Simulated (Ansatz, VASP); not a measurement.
## V: VASP beside Ansatz

```
V
1.0
     0.00000    1.95199    1.95199
     1.95199    0.00000    1.95199
     1.95199    1.95199    0.00000
V
2
Direct
  0.87500 0.87500 0.87500
  0.12500 0.12500 0.12500
```

Change from the starting cell: volume scaled by 0.45, PAW files, source ansatz.

Alike in both runs: task single point; functional LDA; k mesh 13 × 13 × 13; occupations fermi-dirac, width 0.05 eV; no spin polarisation.

|  | VASP | Ansatz |
| --- | --- | --- |
| version | VASP 6.6.1 | Ansatz 0.2.0 |
| potentials or method | VASP PAW LDA potentials, release 64 (V_sv) | PAW with other files of Ansatz's library (source ansatz), scalar-relativistic |
| plane-wave cutoff (eV) | 520 | 840 |
| valence electrons in the cell | 26 | 26 |

Ansatz gave:

```
pressure (GPa) : 394.7
```

Which values does VASP return?

Pressure (GPa): 467.1.

LDA's correlation is that of Perdew and Zunger in VASP and of Perdew and Wang (1992) in Ansatz. The pressures are high and differ by over a tenth, so treat them with care.

Noted on VASP's run: the cell as given lies far from equilibrium.
